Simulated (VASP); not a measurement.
Here is a VASP 6.6.1 calculation.

INCAR

```
SYSTEM = C
PREC     = Accurate       ! precision mode
ENCUT    = 520            ! plane-wave cutoff, eV
EDIFF    = 1E-6           ! SCF threshold, eV
ISMEAR   = 0              ! smearing method
SIGMA    = 0.04           ! smearing width, eV
LREAL    = .FALSE.        ! projectors in reciprocal space
LASPH    = .TRUE.         ! aspherical terms in the spheres
NELM     = 120            ! most SCF steps
ALGO     = Normal         ! electronic algorithm
ISIF     = 2              ! what is computed and relaxed
LWAVE    = .FALSE.        ! write WAVECAR
LCHARG   = .FALSE.        ! write CHGCAR
LDIPOL   = .TRUE.       
IDIPOL   = 3            
DIPOL    = 0.5 0.5 0.622
GGA      = PS             ! functional
IVDW     = 12             ! dispersion correction
NBANDS   = 11             ! bands
GGA_COMPAT= .FALSE.      
NELMDL   = -8
```

The input KPOINTS:

```
regular mesh
0
G
  15 15 1
  0 0 0
```

File POSCAR:

```
C
1.0
    2.4583702516      0.0000000000      0.0000000000
   -1.2291851258      2.1290110898      0.0000000000
    0.0000000000      0.0000000000     20.8608421860
C
2
Direct
    0.3333333333      0.6666666667      0.6218621753
    1.0000000000      0.0000000000      0.6213128292
```

Potentials or basis: VASP PAW PBE potentials, release 64 (C).

Launch:

```bash
$ cat potpaw_PBE.64/C/POTCAR > POTCAR
$ mpirun -np 1 vasp_std > vasp.out
```

Task: What does it give for the dispersion energy per atom?

Result: -0.049 eV.

Task: What does it give for the band gap on the k mesh?

Result: Zero (filled and empty bands touch).

Task: What does it give for the largest force?

Result: 0.194 eV/Å.

Forces on the atoms (eV/Å):
```
C    0.000  0.000 -0.194
C    0.000  0.000  0.194
```

Caveat: the PAW data sets were made with another functional, which shifts forces and pressure a little.
